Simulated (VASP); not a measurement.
Crystal: Ir.

```
Ir
1.0
     0.00000    1.91970    1.91970
     1.91970    0.00000    1.91970
     1.91970    1.91970    0.00000
Ir
1
Direct
  0.00000 0.00000 0.00000
```

```yaml
Program: VASP 6.6.1
Task: relaxation of cell and atoms
Functional: LDA
Potentials_or_basis: VASP PAW LDA potentials, release 64 (Ir_sv_GW)
Cutoff: 560 eV
k_mesh: 18 × 18 × 18
Occupations: gaussian, width 0.1 eV
Spin: no spin polarisation
```

At the start: pressure -9.0 GPa; volume 14.15 Å³/atom.

Task: Where does the relaxation end?

Result: Over 4 steps the energy falls by 9.1 meV/atom and the volume is 13.83 Å³/atom (-2.2 %); space group Fm-3m (No. 225, to 0.1 Å) before and after.

Step by step:
| step | energy change (eV) | largest force (eV/Å) | pressure (GPa) | volume (Å³) |
| --- | --- | --- | --- | --- |
| 1 | 0.0000 | 0.0000 | -8.97 | 14.15 |
| 2 | 0.1658 | 0.0000 | 49.42 | 12.59 |
| 3 | -0.0091 | 0.0000 | -0.42 | 13.84 |
| 4 | -0.0091 | 0.0000 | -0.05 | 13.83 |

Final structure:
```yaml
crystal:
  lattice:
    - [0.00000, 1.90528, 1.90528]
    - [1.90528, 0.00000, 1.90528]
    - [1.90528, 1.90528, 0.00000]
  atoms:
    - { symbol: Ir, position: [0.00000, 0.00000, 0.00000] }
```
